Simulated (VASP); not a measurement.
# BPd4 in VASP: further runs, part 2 of 2

VASP 6.6.1. Earlier steps stand in the parts before.

### Step 4. Single point, PBE+D3(BJ), collinear spin

The input, INCAR:

```
SYSTEM = BPd4
PREC = Accurate
ENCUT = 520
EDIFF = 1E-6
ISMEAR = 0
SIGMA = 0.1
LREAL = .False.
LASPH = .True.
NELM = 150
ALGO = Fast
ISIF = 2
LWAVE = .False.
LCHARG = .True.
ISPIN = 2
MAGMOM = 0 -5 5 5 5
LORBIT = 11
LMAXMIX = 4
GGA = PE
IVDW = 12
LELF = .True.
LVHAR = .True.
NBANDS = 34
```

The input, KPOINTS:

```
Automatic mesh
0
Gamma
  3 2 2
  0 0 0
```

The input, POSCAR:

```
BPd4
1.0
    2.8920299704      0.0000000000      0.0000000000
    0.0000000000      4.3650077954      0.0000000000
    0.0000000000      0.0000000000      5.8563150000
B Pd
1 4
Direct
    0.5000000000      0.0000000000      0.8632270000
    0.5000000000      0.5000000000      0.8675610000
    0.0000000000      0.5000000000      0.3291640000
    0.0000000000      0.0000000000      0.6194700000
    0.5000000000      0.0000000000      0.1975780000
```

Potentials or basis: VASP PAW PBE potentials, release 64 (B, Pd).

On the command line:

```sh
$ cat potpaw_PBE.64/B/POTCAR potpaw_PBE.64/Pd/POTCAR > POTCAR
$ mpirun -np 1 vasp_std > vasp.out
```

OUTCAR:

```text
SYSTEM = BPd4
   PREC = Accurate
   ENCUT = 520
   EDIFF = 1E-6
   ISMEAR = 0
   LREAL = .False.
   LASPH = .True.
   NELM = 150
   ISIF = 2
   ISPIN = 2
   LORBIT = 11
   GGA = PE
   IVDW = 12
 IVDW          = 12

 ion  position               nearest neighbor table
   1  0.500  0.000  0.863-   5 1.96   4 2.03   4 2.03   2 2.18   2 2.18
   2  0.500  0.500  0.868-   1 2.18   1 2.18   5 2.92   5 2.92   4 2.99   4 2.99   4 2.99   4 2.99
                             3 3.07   3 3.07
   3  0.000  0.500  0.329-   5 2.73   5 2.73   5 2.73   5 2.73   4 2.77   4 2.77   2 3.07   2 3.07

   4  0.000  0.000  0.619-   1 2.03   1 2.03   3 2.77   3 2.77   5 2.86   5 2.86   2 2.99   2 2.99
                             2 2.99   2 2.99
   5  0.500  0.000  0.198-   1 1.96   3 2.73   3 2.73   3 2.73   3 2.73   4 2.86   4 2.86   2 2.92
                             2 2.92

  LATTYP: Found a simple orthorhombic cell.
 ALAT       =     2.8920299704
 B/A-ratio  =     1.5093231537
 C/A-ratio  =     2.0249842014

  Lattice vectors:

 A1 = (   2.8920299704,   0.0000000000,   0.0000000000)
 A2 = (   0.0000000000,   4.3650077954,   0.0000000000)
 A3 = (   0.0000000000,   0.0000000000,   5.8563150000)

Analysis of symmetry for initial positions (statically):
=====================================================================
 Subroutine PRICEL returns:
 Original cell was already a primitive cell.

 Routine SETGRP: Setting up the symmetry group for a
 simple orthorhombic supercell.

 Subroutine GETGRP returns: Found  4 space group operations
 (whereof  4 operations were pure point group operations)
 out of a pool of  8 trial point group operations.

The static configuration has the point symmetry C_2v.

Analysis of symmetry for dynamics (positions and initial velocities):
=====================================================================
 Subroutine PRICEL returns:
 Original cell was already a primitive cell.

 Routine SETGRP: Setting up the symmetry group for a
 simple orthorhombic supercell.

 Subroutine GETGRP returns: Found  4 space group operations
 (whereof  4 operations were pure point group operations)
 out of a pool of  8 trial point group operations.

[... 166 lines left out ...]
      1      -1.4140      1.00000
      2       2.5935      1.00000
      3       2.7988      1.00000
      4       3.4624      1.00000
      5       3.4824      1.00000
      6       4.0646      1.00000
[... 277 lines left out ...]
     32      19.3158      0.00000
     33      21.1329      0.00000
 Fermi energy:         7.8114212822

 spin component 2

 k-point     1 :       0.0000    0.0000    0.0000
  band No.  band energies     occupation
      1      -1.4139      1.00000
      2       2.5935      1.00000
      3       2.7989      1.00000
      4       3.4625      1.00000
      5       3.4825      1.00000
      6       4.0647      1.00000
[... 277 lines left out ...]
     32      19.3158      0.00000
     33      21.1326      0.00000
 [bands above 33 left out]

------------------------ aborting loop because EDIFF is reached ----------------------------------------

 Edisp (eV)   -2.56521

 E8    (eV) :    -1.1089

  FORCE on cell =-STRESS in cart. coord.  units (eV):
  Direction    XX          YY          ZZ          XY          YZ          ZX
  --------------------------------------------------------------------------------------
  -------------------------------------------------------------------------------------
  Total      -2.31071    -3.48516    -3.54557     0.00000     0.00000     0.00000
  in kB     -50.07766   -75.53037   -76.83944     0.00000     0.00000     0.00000
  external pressure =      -67.48 kB  Pullay stress =        0.00 kB

 VOLUME and BASIS-vectors are now :
 -----------------------------------------------------------------------------
  energy-cutoff  :      520.00
  volume of cell :       73.93
      direct lattice vectors                 reciprocal lattice vectors
     2.892029970  0.000000000  0.000000000     0.345777883  0.000000000  0.000000000
     0.000000000  4.365007795  0.000000000     0.000000000  0.229094665  0.000000000
     0.000000000  0.000000000  5.856315000     0.000000000  0.000000000  0.170755842

 POSITION                                       TOTAL-FORCE (eV/Angst)
 -----------------------------------------------------------------------------------
      1.44601      0.00000      5.05533         0.000000      0.000000     -0.209526
      1.44601      2.18250      5.08071         0.000000      0.000000      0.263339
      0.00000      2.18250      1.92769         0.000000      0.000000     -0.492467
      0.00000      0.00000      3.62781         0.000000      0.000000      0.042405
      1.44601      0.00000      1.15708         0.000000      0.000000      0.396249
 -----------------------------------------------------------------------------------
    total drift:                                0.000000     -0.000000      0.000003

  FREE ENERGIE OF THE ION-ELECTRON SYSTEM (eV)
  ---------------------------------------------------
  free  energy   TOTEN  =       -29.9642816189 eV

  energy  without entropy=      -29.9433721285  energy(sigma->0) =      -29.95382687

 total charge

# of ion       s       p       d       tot
------------------------------------------
    1        0.761   1.016   0.000   1.777
    2        0.398   0.426   8.558   9.383
    3        0.430   0.371   8.478   9.279
    4        0.525   0.540   8.576   9.640
    5        0.542   0.498   8.521   9.561
--------------------------------------------------
tot          2.655   2.851  34.133  39.639

 magnetization (x)

# of ion       s       p       d       tot
------------------------------------------
    1        0.000  -0.000   0.000  -0.000
    2        0.000   0.000   0.000   0.000
    3       -0.000   0.000   0.000   0.000
    4        0.000   0.000   0.000   0.000
    5       -0.000  -0.000   0.000   0.000
--------------------------------------------------
tot         -0.000   0.000   0.000   0.000
```

stdout:

```text
POSCAR found type information on POSCAR B Pd
 POSCAR found :  2 types and       5 ions
 scaLAPACK will be used
 LDA part: xc-table for (Slater+PW92), standard interpolation
 POSCAR, INCAR and KPOINTS ok, starting setup
 FFT: planning ... GRIDC
 FFT: planning ... GRID_SOFT
 FFT: planning ... GRID
 WAVECAR not read
 entering main loop
```

Run time: 85 s. Hardware: 1 thread of AMD EPYC 7R13, shared host; peak memory 0.2 GiB.

Results:

```
Free energy                                           : -29.9643 eV
Pressure                                              : -6.7 GPa
Largest force                                         : 0.492 eV/Å
Net moment                                            : 0.00 μB per cell
Valence electrons inside the program's atomic spheres : B 1.78; Pd 9.38, 9.28, 9.64, 9.56
Dispersion energy per atom                            : -0.513 eV
```

Forces on the atoms (eV/Å):
```
B    0.000  0.000 -0.210
Pd   0.000  0.000  0.263
Pd   0.000  0.000 -0.492
Pd   0.000  0.000  0.042
Pd   0.000  0.000  0.396
```

Caveat: the k points lie up to 0.72 Å⁻¹ apart.

### Step 5. Overview

```csv
level,spin,cell,k mesh,gap on the mesh (eV),pressure (GPa),largest force (eV/Å)
PBE,off,"a = 2.892, b = 4.365, c = 5.856 Å, 5 atoms","3 × 4 × 2, shifted",none,-1.1,0.31
PBE,off,"a = 2.940, b = 4.344, c = 5.951 Å, angles 90.4, 90.0, 90.9°, 5 atoms",4 × 2 × 2,none,-4.3,0.28
PBE+D3(BJ),collinear,"a = 2.892, b = 4.365, c = 5.856 Å, 5 atoms",3 × 2 × 2,none,-6.7,0.49
```

Alike in all rows: task single point; potentials or basis VASP PAW PBE potentials, release 64 (B, Pd); cutoff (eV) 520; smearing gaussian 0.1 eV.

Caveats: all runs use coarse meshes.

Total energies depend on the potentials used, so only differences within one code and one set of settings carry meaning.
